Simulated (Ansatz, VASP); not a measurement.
# One calculation of Sc, two programs

File INCAR:

```
  PREC = Accurate
  ENCUT = 520
  EDIFF = 1E-7
  ISMEAR = -1
  SIGMA = 0.1
  LREAL = F
  LASPH = T
  NELM = 80
  ALGO = Normal
  ISIF = 2
  LWAVE = F
  LCHARG = F
  GGA = RE
  NBANDS = 12
```

KPOINTS

```
regular mesh
0
Gamma
  12 12 12
```

The input POSCAR:

```
Sc
1.0
    3.0477660293      0.0000000000      0.0000000000
    0.0000000000      3.0477660293      0.0000000000
    0.0000000000      0.0000000000      3.0477660293
Sc
1
Direct
    0.0000000000      0.0000000000      0.0000000000
```

Input for Ansatz:

```yaml
crystal:
  lattice:
    - [3.0477660293, 0.0, 0.0]
    - [0.0, 3.0477660293, 0.0]
    - [0.0, 0.0, 3.0477660293]
  atoms:
    - { symbol: Sc, position: [0.0, 0.0, 0.0] }
hamiltonian:
  xc: revpbe
  pseudopotentials:
    kind: paw
    azcp:
      Sc: "pseudopotentials/Sc.paw.azcp"
basis:
  ecutwfc: 420
  fft_grid_basis: typed
kpoints:
  mp_grid: { grid: [12, 12, 12], shift: [0, 0, 0] }
magnetization:
  spin_polarized: false
scf:
  occupations: { method: fermi_dirac, width: 0.1 }
  lower_state_search: "off"
output:
  stress: true
```

Alike in both runs: task single point; functional revPBE; k mesh 12 × 12 × 12; occupations fermi-dirac, width 0.1 eV; no spin polarisation.

|  | VASP | Ansatz |
| --- | --- | --- |
| version | VASP 6.6.1 | Ansatz 0.2.0 |
| potentials or method | VASP PAW PBE potentials, release 64 (Sc_sv), cutoff 520 eV | plane waves (420 eV) with PAW, scalar-relativistic |
| valence electrons in the cell | 11 | 11 |

```csv
,VASP,Ansatz,Ansatz less VASP
pressure (GPa),-1.2,-1.2,-0.01
```

VASP's potentials were made for PBE, not for revPBE. With one functional, cell and mesh, what is left measures potentials, basis and numerics.
